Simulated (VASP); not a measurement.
# Ge4Pd (P4/mmm) in VASP: notebook

Ge4Pd is run at these levels: PBE; tasks: single point, relaxation of cell and atoms.

Everything below comes from runs of VASP 6.6.1. Logs are shortened: lines on timing, memory, paths and dates and some standing lists are left out, and cuts for length are marked.

## 1. The cell of the first run

The structure is tetragonal, space group P4/mmm (No. 123). The conventional cell has a = 4.022 Å, b = 4.022 Å, c = 6.073 Å, α = 90.00°, β = 90.00°, γ = 90.00°. Within 3.5 Å of Ge (site symmetry 2mm) lie 2 Pd at 2.64 Å and 6 Ge at 2.66 to 3.42 Å. Pd (site symmetry 4/mmm) has 8 Ge at 2.64 Å within 3.5 Å.

The cell was generated, and may not be a known phase.

## 2. Single point, PBE

The input, INCAR:

```
  PREC = Accurate
  ENCUT = 520
  EDIFF = 1E-6
  ISMEAR = 0
  SIGMA = 0.1
  LREAL = F
  LASPH = T
  NELM = 100
  ALGO = Normal
  ISIF = 2
  LWAVE = F
  LCHARG = T
  GGA = PE
  LELF = T
  LVHAR = T
  NBANDS = 41
```

The input, KPOINTS:

```
regular mesh
0
Gamma
  4 4 4
```

The input, POSCAR:

```
Ge4Pd
1.0
    4.0221922414      0.0000000000      0.0000000000
    0.0000000000      4.0221922414      0.0000000000
    0.0000000000      0.0000000000      6.0734306436
Ge Pd
4 1
Direct
    0.0000000000      0.5000000000      0.7186959507
    0.5000000000      0.0000000000      0.7186959507
    0.0000000000      0.5000000000      0.2813040493
    0.5000000000      0.0000000000      0.2813040493
    0.0000000000      0.0000000000      0.0000000000
```

Potentials or basis: VASP PAW PBE potentials, release 64 (Ge_d, Pd).

The run is started by

```bash
> cat potpaw_PBE.64/Ge_d/POTCAR potpaw_PBE.64/Pd/POTCAR > POTCAR
> mpirun -np 1 vasp_std > vasp.out
```

OUTCAR:

```text
PREC = Accurate
   ENCUT = 520
   EDIFF = 1E-6
   ISMEAR = 0
   LREAL = F
   LASPH = T
   NELM = 100
   ISIF = 2
   GGA = PE

 ion  position               nearest neighbor table
   1  0.000  0.500  0.719-   5 2.64   5 2.64   3 2.66   2 2.84   2 2.84   2 2.84   2 2.84
   2  0.500  0.000  0.719-   5 2.64   5 2.64   4 2.66   1 2.84   1 2.84   1 2.84   1 2.84
   3  0.000  0.500  0.281-   5 2.64   5 2.64   1 2.66   4 2.84   4 2.84   4 2.84   4 2.84
   4  0.500  0.000  0.281-   5 2.64   5 2.64   2 2.66   3 2.84   3 2.84   3 2.84   3 2.84
   5  0.000  0.000  0.000-   1 2.64   2 2.64   3 2.64   4 2.64   1 2.64   3 2.64   2 2.64   4 2.64

  LATTYP: Found a simple tetragonal cell.
 ALAT       =     4.0221922414
 C/A-ratio  =     1.5099801996

  Lattice vectors:

 A1 = (   4.0221922414,   0.0000000000,   0.0000000000)
 A2 = (   0.0000000000,   4.0221922414,   0.0000000000)
 A3 = (   0.0000000000,   0.0000000000,   6.0734306436)

Analysis of symmetry for initial positions (statically):
=====================================================================
 Subroutine PRICEL returns:
 Original cell was already a primitive cell.

 Routine SETGRP: Setting up the symmetry group for a
 simple tetragonal supercell.

 Subroutine GETGRP returns: Found 16 space group operations
 (whereof 16 operations were pure point group operations)
 out of a pool of 16 trial point group operations.

The static configuration has the point symmetry D_4h.

Analysis of symmetry for dynamics (positions and initial velocities):
=====================================================================
 Subroutine PRICEL returns:
 Original cell was already a primitive cell.

 Routine SETGRP: Setting up the symmetry group for a
 simple tetragonal supercell.

 Subroutine GETGRP returns: Found 16 space group operations
 (whereof 16 operations were pure point group operations)
 out of a pool of 16 trial point group operations.

The dynamic configuration has the point symmetry D_4h.

 Subroutine INISYM returns: Found 16 space group operations
 (whereof 16 operations are pure point group operations),
 and found     1 'primitive' translations

----------------------------------------------------------------------------------------
[... 89 lines left out ...]
   LASPH  =      T    aspherical Exc in radial PAW
   ENCUT  =  520.0 eV  38.22 Ry    6.18 a.u.   7.48  7.48 11.29*2*pi/ulx,y,z
   NELM   =    100;   NELMIN=  2; NELMDL= -5     # of ELM steps
   EDIFF  = 0.1E-05   stopping-criterion for ELM
   LREAL  =      F    real-space projection
   EDIFFG = 0.1E-04   stopping-criterion for IOM
   NSW    =      0    number of steps for IOM
   IBRION =     -1    ionic relax: 0-MD 1-quasi-New 2-CG
   NFREE  =      0    steps in history (QN), initial steepest desc. (CG)
   ISIF   =      2    stress and relaxation
   ISYM   =      2    0-nonsym 1-usesym 2-fastsym
   POTIM  = 0.5000    time-step for ionic-motion
   TEBEG  =    0.0;   TEEND  =   0.0 temperature during run
   PSTRESS=    0.0 pullay stress
   NELECT =      66.0000    total number of electrons
   NUPDOWN=      -1.0000    fix difference up-down
   EMIN   =  10.00;   EMAX   =-10.00  energy-range for DOS
   EFERMI =   0.00;   METHOD = LEGACY
   ISMEAR =     0;   SIGMA  =   0.10  broadening in eV -4-tet -1-fermi 0-gaus
   EFERMI_NEDOS =   21; number of points for ismear=-14 and -15
   IALGO  =     38    algorithm
   IMIX   =      4    mixing-type and parameters
     AMIX     =   0.40;   BMIX     =  1.00
     AMIX_MAG =   1.60;   BMIX_MAG =  1.00
  volume/ion in A,a.u.               =      19.65       132.61
  Fermi-wavevector in a.u.,A,eV,Ry     =   1.433737  2.709371 27.968170  2.055602
  Thomas-Fermi vector in A             =   2.553223
   LORBIT       =      0    0 simple, 1 ext, 2 COOP (PROOUT), +10 PAW based schemes
   GGA     = PE    functional components
   LHFCALC =     F    Hartree Fock is set to
   AEXX    =    0.0000 exact exchange contribution
   IVDW    =     0    specifies the selected vdW correction
   LEPSILON=     F    determine dielectric tensor
   LRPA    =     F    only Hartree local field effects (RPA)
 non-spin polarized calculation
 Gauss-broadening in eV      SIGMA  =   0.10
  energy-cutoff  :      520.00
  volume of cell :       98.26
 maximum number of plane-waves:      2671
 NGX is ok and might be reduce to    30
   NGX = 15   NGY = 15   NGZ = 23

 number of electron      65.9999888 magnetization

 Free energy of the ion-electron system (eV)
  ---------------------------------------------------
  ext. energy  EPLUGINS =         0.00000000
  ---------------------------------------------------
  free energy    TOTEN  =       -23.17221934 eV

  energy without entropy =      -23.16023284  energy(sigma->0) =      -23.16622609

 E-fermi :   6.3117     XC(G=0): -10.9916

 val. band max:        6.2318621049   @ k =   0.5000   0.2500   0.0000
 cond. band min:       6.3140857114   @ k =   0.5000   0.0000   0.2500
 fundamental gap:      0.0822236065
 Fermi energy:         6.3117053076

 k-point     1 :       0.0000    0.0000    0.0000
  band No.  band energies     occupation
      1     -18.4189      2.00000
      2     -18.4103      2.00000
      3     -18.4069      2.00000
      4     -18.3620      2.00000
      5     -18.3529      2.00000
      6     -18.3445      2.00000
[... 781 lines left out ...]
     40      12.4843      0.00000
     41      13.3351      0.00000

------------------------ aborting loop because EDIFF is reached ----------------------------------------

  FORCE on cell =-STRESS in cart. coord.  units (eV):
  Direction    XX          YY          ZZ          XY          YZ          ZX
  --------------------------------------------------------------------------------------
  -------------------------------------------------------------------------------------
  Total       -0.0709916     -0.0709916     -0.1306933      0.0000000      0.0000000      0.0000000
  in kB       -1.1575976     -1.1575976     -2.1311022      0.0000000      0.0000000      0.0000000
  external PRESSURE =      -1.4820991 kB  Pullay stress =       0.0000000 kB

 VOLUME and BASIS-vectors are now :
 -----------------------------------------------------------------------------
  energy-cutoff  :      520.00
  volume of cell :       98.26
      direct lattice vectors                 reciprocal lattice vectors
     4.022192241  0.000000000  0.000000000     0.248620638  0.000000000  0.000000000
     0.000000000  4.022192241  0.000000000     0.000000000  0.248620638  0.000000000
     0.000000000  0.000000000  6.073430644     0.000000000  0.000000000  0.164651588

 POSITION                                       TOTAL-FORCE (eV/Angst)
 -----------------------------------------------------------------------------------
      0.00000      2.01110      4.36495         0.000000     -0.000000     -0.011435
      2.01110      0.00000      4.36495        -0.000000      0.000000     -0.011435
      0.00000      2.01110      1.70848         0.000000     -0.000000      0.011435
      2.01110      0.00000      1.70848         0.000000      0.000000      0.011435
      0.00000      0.00000      0.00000        -0.000000      0.000000     -0.000000
 -----------------------------------------------------------------------------------
    total drift:                                0.000000      0.000000      0.000000

  FREE ENERGIE OF THE ION-ELECTRON SYSTEM (eV)
  ---------------------------------------------------
  free  energy   TOTEN  =       -23.1722193418 eV

  energy  without entropy=      -23.1602328441  energy(sigma->0) =      -23.16622609
```

OSZICAR:

```text
N       E                     dE             d eps       ncg     rms          rms(c)
DAV:   1     0.675945590628E+03    0.67595E+03   -0.31088E+04  1878   0.434E+03
DAV:   2     0.949256389082E+02   -0.58102E+03   -0.55985E+03  1476   0.983E+02
DAV:   3    -0.164434240605E+02   -0.11137E+03   -0.10881E+03  1614   0.225E+02
DAV:   4    -0.232517347641E+02   -0.68083E+01   -0.67394E+01  1763   0.624E+01
DAV:   5    -0.234338097644E+02   -0.18208E+00   -0.18184E+00  1661   0.113E+01    0.768E+00
DAV:   6    -0.232832810338E+02    0.15053E+00   -0.11871E+00  1818   0.751E+00    0.467E+00
DAV:   7    -0.231937517200E+02    0.89529E-01   -0.32217E-01  1664   0.486E+00    0.255E+00
DAV:   8    -0.231731365363E+02    0.20615E-01   -0.76799E-02  1681   0.177E+00    0.321E-01
DAV:   9    -0.231720109939E+02    0.11255E-02   -0.11334E-02  1770   0.110E+00    0.165E-01
DAV:  10    -0.231722067271E+02   -0.19573E-03   -0.26005E-03  1687   0.435E-01    0.526E-02
DAV:  11    -0.231722177071E+02   -0.10980E-04   -0.27711E-04  1698   0.176E-01    0.252E-02
DAV:  12    -0.231722185327E+02   -0.82557E-06   -0.36617E-05  1510   0.429E-02    0.489E-03
DAV:  13    -0.231722193418E+02   -0.80911E-06   -0.51184E-06  1425   0.162E-02
   1 F= -.23172219E+02 E0= -.23166226E+02  d E =-.119865E-01
```

Wall time 27 s (1 thread of Intel Xeon 6975P-C (Granite Rapids), shared host); peak memory 0.22 GiB.

What came out:

```
Free energy            : -23.1722 eV
Pressure               : -0.1 GPa
Largest force          : 0.011 eV/Å
Band gap on the k mesh : zero (bands 33 and 34 overlap by 2.99 eV)
```

Forces in eV/Å, atoms in the order of the input:
```
Ge   0.000  0.000 -0.011
Ge   0.000  0.000 -0.011
Ge   0.000  0.000  0.011
Ge   0.000  0.000  0.011
Pd   0.000  0.000  0.000
```

Stress tensor (GPa, compression positive):
```
-0.12  0.00  0.00
 0.00 -0.12  0.00
 0.00  0.00 -0.21
```

Caveat: the k points lie up to 0.39 Å⁻¹ apart, too coarse for converged energies and pressures of a metal.

## 3. Single point, PBE

This run uses another cell than the first one, of 20.36 Å³/atom.

The input, INCAR:

```
SYSTEM = Ge4Pd
PREC = Accurate
ENCUT = 520
EDIFF = 1E-6
ISMEAR = 0
SIGMA = 0.1
LREAL = .False.
LASPH = .True.
NELM = 60
ALGO = Normal
ISIF = 2
LWAVE = .False.
LCHARG = .False.
GGA = PE
NBANDS = 41
```

The input, KPOINTS:

```
regular mesh
0
Gamma
  4 4 4
  0 0 0
```

The input, POSCAR:

```
Ge4Pd
1.0
    3.7916583900      0.0000000000      0.0000000000
    0.0000000000      3.7916583900      0.0000000000
    0.0000000000      0.0000000000      7.0803910100
Ge Pd
4 1
Direct
    0.0000000000      0.5000000000      0.8519406900
    0.5000000000      0.0000000000      0.8519406900
    0.0000000000      0.5000000000      0.1480593100
    0.5000000000      0.0000000000      0.1480593100
    0.0000000000      0.0000000000      0.0000000000
```

Potentials or basis: VASP PAW PBE potentials, release 64 (Ge_d, Pd).

The run is started by

```bash
> cat potpaw_PBE.64/Ge_d/POTCAR potpaw_PBE.64/Pd/POTCAR > POTCAR
> mpirun -np 1 vasp_std > vasp.out
```

It took 29 s on 1 thread of Intel Xeon 6975P-C (Granite Rapids), shared host; peak memory 0.22 GiB.

It converged, with:

| Property | Result |
| --- | --- |
| Free energy | -10.3808 eV |
| Pressure | 77.4 GPa |
| Largest force | 12.578 eV/Å |
| Band gap on the k mesh | zero (bands 33 and 34 overlap by 3.47 eV) |

Forces in eV/Å, atoms in the order of the input:
```
Ge    0.000   0.000 -12.578
Ge    0.000   0.000 -12.578
Ge    0.000   0.000  12.578
Ge    0.000   0.000  12.578
Pd    0.000   0.000   0.000
```

Stress tensor (GPa, compression positive):
```
74.85  0.00  0.00
 0.00 74.85  0.00
 0.00  0.00 82.63
```

Levels at points of the mesh, in eV from the Fermi level:
```csv
k point,band 30,band 31,band 32,band 33,band 34,band 35,band 36,band 37
"(0.00, 0.00, 0.00)",-2.32,-1.55,-0.80,2.26,2.26,3.12,3.12,3.32
"(0.50, 0.00, 0.00)",-2.52,-1.87,-0.41,-0.22,1.29,2.43,2.97,3.26
"(0.50, 0.50, 0.00)",-3.19,-2.92,-2.22,-2.22,-1.21,-1.21,4.84,5.38
"(0.00, 0.00, 0.50)",-1.82,-1.61,-0.77,1.25,2.19,2.19,3.19,3.32
"(0.50, 0.00, 0.50)",-2.29,-1.87,-0.08,0.06,1.31,2.40,3.00,3.05
"(0.50, 0.50, 0.50)",-3.24,-2.89,-2.35,-2.35,-0.95,-0.95,5.77,6.79
```

Caveat: the k points lie up to 0.41 Å⁻¹ apart, too coarse for converged energies and pressures of a metal; forces of over 1 eV/Å act on the atoms, so gaps and moduli don't describe the material at rest.

(Part 1 of 2 ends here.)

The gap in the log of VASP goes by the Fermi energy; the results here count the filled bands.